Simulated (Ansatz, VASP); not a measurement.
**Two plane-wave programs on KEuCu3**

```xyz
5
Lattice="5.5803 0.0000 0.0000 0.0000 5.5803 0.0000 0.0000 0.0000 5.5803" Properties=species:S:1:pos:R:3 pbc="T T T"
K     0.0000    0.0000    0.0000
Eu    2.7902    2.7902    2.7902
Cu    2.7902    2.7902    0.0000
Cu    2.7902    0.0000    2.7902
Cu    0.0000    2.7902    2.7902
```

Change from the starting cell: species swapped into the CsYbCl3 type (Pm-3m, No. 221).

Alike in both runs: functional PBE; k mesh 4 × 4 × 4; occupations gaussian, width 0.1 eV; collinear spin.

Ansatz relaxed the structure, and its values are those at the end. VASP's run is a single point on that final structure, the one shown.

|  | VASP | Ansatz |
| --- | --- | --- |
| version | VASP 6.6.1 | Ansatz 0.2.0 |
| potentials or method | VASP PAW PBE potentials, release 64 (K_sv, Eu, Cu), cutoff 520 eV | scalar-relativistic, plane waves, PAW |
| valence electrons in the cell | 59 | 83 |

Ansatz gave:

* gap on the k mesh at the Fermi level (eV): none
* pressure (GPa): 0.2
* net moment per atom (μB): 1.38
* size of the moment on the site where the two differ most (μB): 6.65

Problem. What did VASP give for the same quantities?

Solution. gap on the k mesh at the Fermi level (eV): none; pressure (GPa): 0.2; net moment per atom (μB): 1.38; size of the moment on the site where the two differ most (μB): 6.54.

Site moments also hang on the region over which each program counts them. A gap of «none» marks a metal or a gap that the smearing closes. The functional is the same, so the differences come from potentials, cutoffs and numerics. VASP's potentials hold 59 valence electrons a cell and Ansatz's 83, so a difference there can come from the potentials and not from the codes.

Spin-orbit coupling is off throughout.
